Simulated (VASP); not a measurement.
Wanted: the native input for a VASP 6.6.1 run.

* Task: relaxation of cell and atoms
* Functional: PBE
* Potentials or basis: VASP PAW PBE potentials, release 64 (Sc_sv, F)
* Cutoff: 600 eV
* k mesh: 5 × 5 × 4
* Occupations: gaussian, width 0.2 eV
* Spin: no spin polarisation
* Dipole correction: no
* Further INCAR settings: ALGO = Normal; EDIFF = 1e-06; IBRION = 2; EDIFFG = -0.08; NSW = 36; ISIF = 3

The structure of ScF lies in POSCAR:

```
ScF
1.0
    3.6000000000      0.0000000000      0.0000000000
    0.0000000000      3.6000000000      0.0000000000
    0.0000000000      0.0000000000      4.5000000000
Sc F
2 2
Direct
    0.5000000000      0.0000000000      0.7200000000
    0.0000000000      0.5000000000      0.2800000000
    0.5000000000      0.5000000000      0.0000000000
    0.0000000000      0.0000000000      0.0000000000
```

One way to write it, as run:

INCAR

```
PREC = Accurate
ENCUT = 600
EDIFF = 1E-6
ISMEAR = 0
SIGMA = 0.2
LREAL = F
LASPH = T
NELM = 100
ALGO = Normal
ISIF = 3
LWAVE = F
LCHARG = F
GGA = PE
IBRION = 2
NSW = 36
EDIFFG = -0.08
```

KPOINTS

```
regular mesh
0
Gamma
  5 5 4
```

Potentials or basis: VASP PAW PBE potentials, release 64 (Sc_sv, F).

The run is started by

```sh
$ cat potpaw_PBE.64/Sc_sv/POTCAR potpaw_PBE.64/F/POTCAR > POTCAR
$ mpirun -np 1 vasp_std > vasp.out
```

Results of the run:

The relaxed volume is 15.92 Å³/atom, the relaxed cell is a = 3.504 Å, b = 3.504 Å, c = 5.188 Å, α = 90.00°, β = 90.00°, γ = 90.00° and the space group after relaxing (to 0.05 Å) is P4/nmm (No. 129). The energy gained by relaxing is 144.0 meV/atom, the ionic steps are 7 and the pressure after relaxing is -0.2 GPa. The band gap on the k mesh is zero (band 18 reaches 4.58 eV, above the bottom of band 19 at 4.39 eV).

Wall time 4.7 min on 1 thread of AMD EPYC 7R13 (shared host), peak memory 0.16 GiB.
